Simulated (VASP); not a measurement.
# SnSe2 (P-3m1) in VASP: a series of runs

The runs below take SnSe2 through single point, with PBE+D3(BJ).

All numbers are computed with VASP 6.6.1; they aren't measurements. Logs are shortened: lines on timing, memory, paths and dates and some standing lists are left out, and cuts for length are marked.

### Step 1. The cell of the first run

It takes space group P-3m1 (No. 164, trigonal). Conventional cell: a = 4.031 Å, b = 4.031 Å, c = 5.711 Å, α = 90.00°, β = 90.00°, γ = 120.00°. Sn (site symmetry -3m) has 6 Se at 2.78 Å within 3.7 Å. Within 4.1 Å of Se (site symmetry 3m) lie 3 Sn at 2.78 Å and 12 Se at 3.55 to 4.03 Å.

### Step 2. Single point, PBE+D3(BJ) (strain +0.050 along x and y, -0.050 along z)

Contents of INCAR:

```
SYSTEM = SnSe2
ALGO = Normal
EDIFF = 1E-6
ENCUT = 520
GGA = PE
ISIF = 2
ISMEAR = 0
IVDW = 12
LASPH = .TRUE.
LCHARG = .FALSE.
LREAL = .FALSE.
LWAVE = .FALSE.
NBANDS = 20
NELM = 100
PREC = Accurate
SIGMA = 0.03
```

Contents of KPOINTS:

```
k-points
0
G
  12 12 6
  0 0 0
```

Contents of POSCAR:

```
SnSe2
1.0
    4.0310010254      0.0000000000      0.0000000000
   -2.0155005127      3.4909492907      0.0000000000
    0.0000000000      0.0000000000      5.7110495550
Sn Se
1 2
Direct
    0.0000000000      0.0000000000      0.0000000000
    0.3333333333      0.6666666667      0.2651529960
    0.6666666667      0.3333333333      0.7348470040
```

Potentials or basis: VASP PAW PBE potentials, release 64 (Sn_d, Se).

Run with:

```sh
cat potpaw_PBE.64/Sn_d/POTCAR potpaw_PBE.64/Se/POTCAR > POTCAR
mpirun -np 1 vasp_std > vasp.out
```

OUTCAR:

```text
SYSTEM = SnSe2
   EDIFF = 1E-6
   ENCUT = 520
   GGA = PE
   ISIF = 2
   ISMEAR = 0
   IVDW = 12
   LASPH = .TRUE.
   LREAL = .FALSE.
   NELM = 100
   PREC = Accurate
 IVDW          = 12

 ion  position               nearest neighbor table
   1  0.000  0.000  0.000-   2 2.78   3 2.78   3 2.78   2 2.78   3 2.78   2 2.78
   2  0.333  0.667  0.265-   1 2.78   1 2.78   1 2.78
   3  0.667  0.333  0.735-   1 2.78   1 2.78   1 2.78

  LATTYP: Found a hexagonal cell.
 ALAT       =     4.0310010254
 C/A-ratio  =     1.4167819653

  Lattice vectors:

 A1 = (   4.0310010254,   0.0000000000,   0.0000000000)
 A2 = (  -2.0155005127,   3.4909492907,   0.0000000000)
 A3 = (   0.0000000000,   0.0000000000,   5.7110495550)

Analysis of symmetry for initial positions (statically):
=====================================================================
 Subroutine PRICEL returns:
 Original cell was already a primitive cell.

 Routine SETGRP: Setting up the symmetry group for a
 hexagonal supercell.

 Subroutine GETGRP returns: Found 12 space group operations
 (whereof 12 operations were pure point group operations)
 out of a pool of 24 trial point group operations.

The static configuration has the point symmetry D_3d.

Analysis of symmetry for dynamics (positions and initial velocities):
=====================================================================
 Subroutine PRICEL returns:
 Original cell was already a primitive cell.

 Routine SETGRP: Setting up the symmetry group for a
 hexagonal supercell.

 Subroutine GETGRP returns: Found 12 space group operations
 (whereof 12 operations were pure point group operations)
 out of a pool of 24 trial point group operations.

The dynamic configuration has the point symmetry D_3d.

 Subroutine INISYM returns: Found 12 space group operations
 (whereof 12 operations are pure point group operations),
 and found     1 'primitive' translations

----------------------------------------------------------------------------------------

                                     Primitive cell

  volume of cell :      80.3660

  direct lattice vectors                    reciprocal lattice vectors
     4.031001025  0.000000000  0.000000000     0.248077337  0.143227517  0.000000000
    -2.015500513  3.490949291  0.000000000     0.000000000  0.286455035  0.000000000
     0.000000000  0.000000000  5.711049555     0.000000000  0.000000000  0.175099164

  length of vectors
     4.031001025  4.031001025  5.711049555     0.286455035  0.286455035  0.175099164

  position of ions in fractional coordinates (direct lattice)
     0.000000000  0.000000000  0.000000000
     0.333333333  0.666666667  0.265152996
     0.666666667  0.333333333  0.734847004

  ion indices of the primitive-cell ions
   primitive index   ion index
                 1           1
                 2           2
                 3           3

----------------------------------------------------------------------------------------

 KPOINTS: k-points

Automatic generation of k-mesh.
 Grid dimensions read from file:
 generate k-points for:   12   12    6

 Generating k-lattice:

  Cartesian coordinates                     Fractional coordinates (reciprocal lattice)
     0.020673111  0.011935626  0.000000000     0.083333333 -0.000000000  0.000000000
     0.000000000  0.023871253  0.000000000     0.000000000  0.083333333  0.000000000
     0.000000000  0.000000000  0.029183194     0.000000000  0.000000000  0.166666667

  Length of vectors
     0.023871253  0.023871253  0.029183194

  Shift w.r.t. Gamma in fractional coordinates (k-lattice)
     0.000000000  0.000000000  0.000000000

 Subroutine IBZKPT returns following result:
 ===========================================

 Found    100 irreducible k-points:

 Following reciprocal coordinates:
            Coordinates               Weight
  0.000000  0.000000  0.000000      1.000000
  0.083333  0.000000  0.000000      6.000000
  0.166667 -0.000000  0.000000      6.000000
  0.250000 -0.000000  0.000000      6.000000
  0.333333  0.000000  0.000000      6.000000
  0.416667 -0.000000  0.000000      6.000000
[... 16 lines left out ...]
  0.166667 -0.000000  0.166667      6.000000
  0.000000  0.166667  0.166667      6.000000
 [... further k-points ...]
   k-points           NKPTS =    100   k-points in BZ     NKDIM =    100   number of bands    NBANDS=     20
   number of dos      NEDOS =    301   number of ions     NIONS =      3
   total plane-waves  NPLWV =  37800
   dimension x,y,z NGX =    30 NGY =   30 NGZ =   42
   dimension x,y,z NGXF=    60 NGYF=   60 NGZF=   84
   ions per type =               1   2
   NGX,Y,Z   is equivalent  to a cutoff of  12.37, 12.37, 12.23 a.u.
   NGXF,Y,Z  is equivalent  to a cutoff of  24.75, 24.75, 24.45 a.u.
 SYSTEM =  SnSe2
   PREC   = accura    normal or accurate (medium, high low for compatibility)
   ISTART =      0    job   : 0-new  1-cont  2-samecut
   ICHARG =      2    charge: 1-file 2-atom 10-const
   ISPIN  =      1    spin polarized calculation?
   LNONCOLLINEAR =      F non collinear calculations
   LSORBIT =      F    spin-orbit coupling
   LASPH  =      T    aspherical Exc in radial PAW
   ENCUT  =  520.0 eV  38.22 Ry    6.18 a.u.   7.49  7.49 10.62*2*pi/ulx,y,z
   NELM   =    100;   NELMIN=  2; NELMDL= -5     # of ELM steps
   EDIFF  = 0.1E-05   stopping-criterion for ELM
   LREAL  =      F    real-space projection
   EDIFFG = 0.1E-04   stopping-criterion for IOM
   NSW    =      0    number of steps for IOM
   IBRION =     -1    ionic relax: 0-MD 1-quasi-New 2-CG
   NFREE  =      0    steps in history (QN), initial steepest desc. (CG)
   ISIF   =      2    stress and relaxation
   ISYM   =      2    0-nonsym 1-usesym 2-fastsym
   POTIM  = 0.5000    time-step for ionic-motion
   TEBEG  =    0.0;   TEEND  =   0.0 temperature during run
   PSTRESS=    0.0 pullay stress
   NELECT =      26.0000    total number of electrons
   NUPDOWN=      -1.0000    fix difference up-down
   EMIN   =  10.00;   EMAX   =-10.00  energy-range for DOS
   EFERMI =   0.00;   METHOD = LEGACY
   ISMEAR =     0;   SIGMA  =   0.03  broadening in eV -4-tet -1-fermi 0-gaus
   EFERMI_NEDOS =   21; number of points for ismear=-14 and -15
   IALGO  =     38    algorithm
   IMIX   =      4    mixing-type and parameters
     AMIX     =   0.40;   BMIX     =  1.00
     AMIX_MAG =   1.60;   BMIX_MAG =  1.00
  volume/ion in A,a.u.               =      26.79       180.78
  Fermi-wavevector in a.u.,A,eV,Ry     =   1.123850  2.123769 17.184697  1.263040
  Thomas-Fermi vector in A             =   2.260519
   LORBIT       =      0    0 simple, 1 ext, 2 COOP (PROOUT), +10 PAW based schemes
   GGA     = PE    functional components
   LHFCALC =     F    Hartree Fock is set to
   AEXX    =    0.0000 exact exchange contribution
   IVDW    =    12    specifies the selected vdW correction
   LEPSILON=     F    determine dielectric tensor
   LRPA    =     F    only Hartree local field effects (RPA)
 non-spin polarized calculation
 Gauss-broadening in eV      SIGMA  =   0.03
  energy-cutoff  :      520.00
  volume of cell :       80.37
 maximum number of plane-waves:      2198
 NGX is ok and might be reduce to    30
   NGX = 15   NGY = 15   NGZ = 21

 number of electron      25.9999992 magnetization

 Free energy of the ion-electron system (eV)
  ---------------------------------------------------
  ext. energy  EPLUGINS =         0.00000000
  ---------------------------------------------------
  free energy    TOTEN  =       -11.74586517 eV

  energy without entropy =      -11.74569285  energy(sigma->0) =      -11.74577901

 E-fermi :   4.3421     XC(G=0):  -9.3609

 val. band max:        4.3287267962   @ k =   0.0833   0.0000   0.0000
 cond. band min:       4.3671437574   @ k =   0.0000   0.4167   0.3333
 fundamental gap:      0.0384169612
 Fermi energy:         4.3420831938

 k-point     1 :       0.0000    0.0000    0.0000
  band No.  band energies     occupation
      1     -17.4034      2.00000
      2     -17.4034      2.00000
      3     -17.3941      2.00000
      4     -17.3753      2.00000
      5     -17.3753      2.00000
      6      -9.6452      2.00000
[... 12 lines left out ...]
     19      12.5998      0.00000
     20      12.5998      0.00000

 k-point     2 :       0.0833    0.0000    0.0000
  band No.  band energies     occupation
      1     -17.4057      2.00000
      2     -17.4026      2.00000
      3     -17.3930      2.00000
      4     -17.3757      2.00000
      5     -17.3745      2.00000
      6      -9.5887      2.00000
[... 12 lines left out ...]
     19      12.4582      0.00000
     20      12.6203      0.00000

 k-point     3 :       0.1667   -0.0000    0.0000
  band No.  band energies     occupation
      1     -17.4123      2.00000
      2     -17.4009      2.00000
      3     -17.3901      2.00000
      4     -17.3765      2.00000
      5     -17.3716      2.00000
      6      -9.4233      2.00000
[... 12 lines left out ...]
     19      11.7562      0.00000
     20      12.6246      0.00000

 k-point     4 :       0.2500   -0.0000    0.0000
  band No.  band energies     occupation
      1     -17.4215      2.00000
      2     -17.3996      2.00000
      3     -17.3875      2.00000
      4     -17.3760      2.00000
      5     -17.3667      2.00000
      6      -9.1631      2.00000
[... 12 lines left out ...]
     19      11.5419      0.00000
     20      12.8804      0.00000

 k-point     5 :       0.3333    0.0000    0.0000
  band No.  band energies     occupation
      1     -17.4307      2.00000
      2     -17.3991      2.00000
      3     -17.3870      2.00000
      4     -17.3732      2.00000
      5     -17.3609      2.00000
      6      -8.8382      2.00000
[... 12 lines left out ...]
     19      12.0698      0.00000
     20      13.5884      0.00000
[... 353 lines left out ...]
      6      -9.5222      2.00000
[... 12 lines left out ...]
     19      12.5613      0.00000
     20      12.6140      0.00000

 k-point    22 :       0.0000    0.0833    0.1667
  band No.  band energies     occupation
      1     -17.4058      2.00000
      2     -17.4026      2.00000
      3     -17.3929      2.00000
      4     -17.3757      2.00000
      5     -17.3745      2.00000
      6      -9.5222      2.00000
[... 12 lines left out ...]
     19      12.1133      0.00000
     20      12.5142      0.00000

 k-point    23 :       0.1667   -0.0000    0.1667
  band No.  band energies     occupation
      1     -17.4124      2.00000
      2     -17.4009      2.00000
      3     -17.3900      2.00000
      4     -17.3765      2.00000
      5     -17.3716      2.00000
      6      -9.3588      2.00000
[... 12 lines left out ...]
     19      12.2988      0.00000
     20      12.9822      0.00000

 k-point    24 :       0.0000    0.1667    0.1667
  band No.  band energies     occupation
      1     -17.4123      2.00000
      2     -17.4010      2.00000
      3     -17.3900      2.00000
      4     -17.3765      2.00000
      5     -17.3716      2.00000
      6      -9.3588      2.00000
[... 12 lines left out ...]
     19      11.8705      0.00000
     20      12.1767      0.00000

 [... further k-points ...]

------------------------ aborting loop because EDIFF is reached ----------------------------------------

 Edisp (eV)   -1.04134

 E8    (eV) :    -0.4562

  FORCE on cell =-STRESS in cart. coord.  units (eV):
  Direction    XX          YY          ZZ          XY          YZ          ZX
  --------------------------------------------------------------------------------------
  -------------------------------------------------------------------------------------
  Total      -2.07325    -2.07325     0.11885     0.00000     0.00000     0.00000
  in kB     -41.33226   -41.33226     2.36934     0.00000     0.00000     0.00000
  external pressure =      -26.77 kB  Pullay stress =        0.00 kB

 VOLUME and BASIS-vectors are now :
 -----------------------------------------------------------------------------
  energy-cutoff  :      520.00
  volume of cell :       80.37
      direct lattice vectors                 reciprocal lattice vectors
     4.031001025  0.000000000  0.000000000     0.248077337  0.143227517  0.000000000
    -2.015500513  3.490949291  0.000000000     0.000000000  0.286455035  0.000000000
     0.000000000  0.000000000  5.711049555     0.000000000  0.000000000  0.175099164

 POSITION                                       TOTAL-FORCE (eV/Angst)
 -----------------------------------------------------------------------------------
      0.00000      0.00000      0.00000        -0.000000      0.000000      0.000000
     -0.00000      2.32730      1.51430         0.000000     -0.000000      0.164773
      2.01550      1.16365      4.19675        -0.000000      0.000000     -0.164773
 -----------------------------------------------------------------------------------
    total drift:                                0.000000     -0.000000     -0.000000

  FREE ENERGIE OF THE ION-ELECTRON SYSTEM (eV)
  ---------------------------------------------------
  free  energy   TOTEN  =       -12.7872094703 eV

  energy  without entropy=      -12.7870371476  energy(sigma->0) =      -12.78712331
```

Run time: 3 min. Hardware: 1 thread of Intel Xeon 8259CL, shared host; peak memory 0.3 GiB.

Results:

```
Free energy                : -12.7872 eV
Pressure                   : -2.7 GPa
Largest force              : 0.165 eV/Å
Band gap on the k mesh     : zero (bands 13 and 14 overlap by 0.02 eV)
Dispersion energy per atom : -0.347 eV
```

Forces in eV/Å, atoms in the order of the input:
```
Sn   0.000  0.000  0.000
Se   0.000  0.000  0.165
Se   0.000  0.000 -0.165
```

Caveat: the cell differs from its parent crystal (strain +0.050 along x and y, -0.050 along z); semilocal functionals underestimate gaps, so a narrow gap can read as zero; spin-orbit coupling is left out, which moves the levels of the heavy elements.

[end of part 1 of 2]
